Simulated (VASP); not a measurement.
Set up this calculation in VASP 6.6.1, as the native input.

| Item | Value |
| --- | --- |
| Task | single point |
| Functional | PBE |
| Potentials or basis | VASP PAW PBE potentials, release 64 (Hf_pv, Ti_sv, N) |
| Cutoff | 520 eV |
| k mesh | 12 × 12 × 4 |
| Occupations | gaussian, width 0.1 eV |
| Spin | no spin polarisation |
| Dipole correction | no |
| Further INCAR settings | ALGO = Normal; EDIFF = 1e-07; NBANDS = 58 |

The structure of Hf5TiN6 lies in POSCAR:

```
Hf5TiN6
1.0
    3.1286009744      0.0000000000      0.0000000000
   -1.5643004872      2.7094479222      0.0000000000
    0.0000000000      0.0000000000     16.2055983000
Hf Ti N
5 1 6
Direct
    0.3333333333      0.6666666667      0.1614430000
    0.3333333333      0.6666666667      0.5000000000
    0.3333333333      0.6666666667      0.8385570000
    0.0000000000      0.0000000000      0.3307730000
    0.0000000000      0.0000000000      0.6692270000
    0.0000000000      0.0000000000      0.0000000000
    0.6666666667      0.3333333333      0.9214320000
    0.6666666667      0.3333333333      0.2468210000
    0.6666666667      0.3333333333      0.5843810000
    0.6666666667      0.3333333333      0.0785680000
    0.6666666667      0.3333333333      0.4156190000
    0.6666666667      0.3333333333      0.7531790000
```

The input as run:

INCAR

```
SYSTEM = Hf5TiN6
PREC = Accurate
ENCUT = 520
EDIFF = 1E-7
ISMEAR = 0
SIGMA = 0.1
LREAL = .False.
LASPH = .True.
NELM = 100
ALGO = Normal
ISIF = 2
LWAVE = .False.
LCHARG = .False.
GGA = PE
NBANDS = 58
```

KPOINTS

```
Automatic mesh
0
Gamma
  12 12 4
  0 0 0
```

Potentials or basis: VASP PAW PBE potentials, release 64 (Hf_pv, Ti_sv, N).

The run is started by

```sh
$ cat potpaw_PBE.64/Hf_pv/POTCAR potpaw_PBE.64/Ti_sv/POTCAR potpaw_PBE.64/N/POTCAR > POTCAR
$ mpirun -np 1 vasp_std > vasp.out
```

Results of the run:

```json
{
  "Pressure": "-1.9 GPa",
  "Largest force": "0.117 eV/Å",
  "Band gap on the k mesh": "zero (band 46 reaches 8.79 eV, above the bottom of band 47 at 7.80 eV)"
}
```

Caveat: spin-orbit coupling is left out, which moves the levels of the heavy elements.

Run time: 18 min on 1 thread of Intel Xeon 6975P-C, on a shared host, peak memory 0.51 GiB.
